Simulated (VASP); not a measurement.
A run of VASP 6.6.1 is set up as follows.

The input INCAR:

```
  ALGO = Normal
  EDIFF = 1E-7
  ENCUT = 520
  GGA = PE
  ISIF = 2
  ISMEAR = -1
  LASPH = T
  LCHARG = F
  LREAL = F
  LWAVE = F
  NBANDS = 65
  NELM = 100
  PREC = Accurate
  SIGMA = 0.05
```

File KPOINTS:

```
k-points
0
Gamma
  3 2 2
```

POSCAR

```
Ru2C3S2
1.0
    5.2236150000      0.0559860000     -1.0336460000
    0.1694830000      7.0973350000     -0.7037230000
    3.8807000000      0.2327320000      6.2033220000
C Ru S
6 4 4
Direct
    0.8147275020      0.5844958613      0.2097508407
    0.1449866123      0.0766085516      0.2897247687
    0.9170316936      0.9895907090      0.8752010430
    0.4295546796      0.6493969451      0.1670474373
    0.2474044601      0.1513785577      0.6970699253
    0.1737090962      0.8118733706      0.0377792216
    0.6293763427      0.7067252989      0.7515018867
    0.8160201632      0.2703366282      0.6170946923
    0.2327918646      0.8198829215      0.5220217246
    0.4406357190      0.3456826890      0.3610707629
    0.9586356634      0.2681851523      0.0532413083
    0.0994588763      0.5684119107      0.8402795800
    0.4545784183      0.0797065609      0.9338071607
    0.7346703909      0.9472961708      0.2817510060
```

Potentials or basis: VASP PAW PBE potentials, release 64 (C, Ru_pv, S).

Run with:

```console
$ cat potpaw_PBE.64/C/POTCAR potpaw_PBE.64/Ru_pv/POTCAR potpaw_PBE.64/S/POTCAR > POTCAR
$ mpirun -np 1 vasp_std > vasp.out
```

**Question.** Estimate the pressure.

**Answer.** -26.8 GPa.

**Question.** Estimate the band gap on the k mesh.

**Answer.** Zero (bands 52 and 53 overlap by 0.03 eV).

Stress tensor (GPa, compression positive):
```
-26.99   0.84   1.37
  0.84 -26.69   0.68
  1.37   0.68 -26.80
```

Caveat: the k points lie up to 0.46 Å⁻¹ apart.
